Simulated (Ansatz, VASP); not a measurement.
One calculation of LiH, two programs

```
Li H
1.0
     0.00000    2.00349    2.00349
     2.00349    0.00000    2.00349
     2.00349    2.00349    0.00000
Li H
1 1
Cartesian
  0.0000 0.0000 0.0000
  2.0035 2.0035 2.0035
```

Alike in both runs: functional PBE; k mesh 14 × 14 × 14; occupations fermi-dirac, width 0.08 eV; no spin polarisation.

Ansatz relaxed the structure, and its values are those at the end. VASP's run is a single point on that final structure, the one shown.

|  | VASP | Ansatz |
| --- | --- | --- |
| version | VASP 6.6.1 | Ansatz 0.2.0 |
| potentials or method | VASP PAW PBE potentials, release 64 (Li_sv, H) | PAW with Ansatz's default frozen-core files, scalar-relativistic |
| plane-wave cutoff (eV) | 520 | 420 |
| valence electrons in the cell | 4 | 4 |

|  | VASP | Ansatz | Ansatz less VASP |
| --- | --- | --- | --- |
| gap on the k mesh at the Fermi level (eV) | 2.98 | 2.98 | +0.006 |

With one functional, cell and mesh, what is left measures potentials, basis and numerics.

Noted on VASP's run: the cutoff is short for stress, so the pressure is rough.
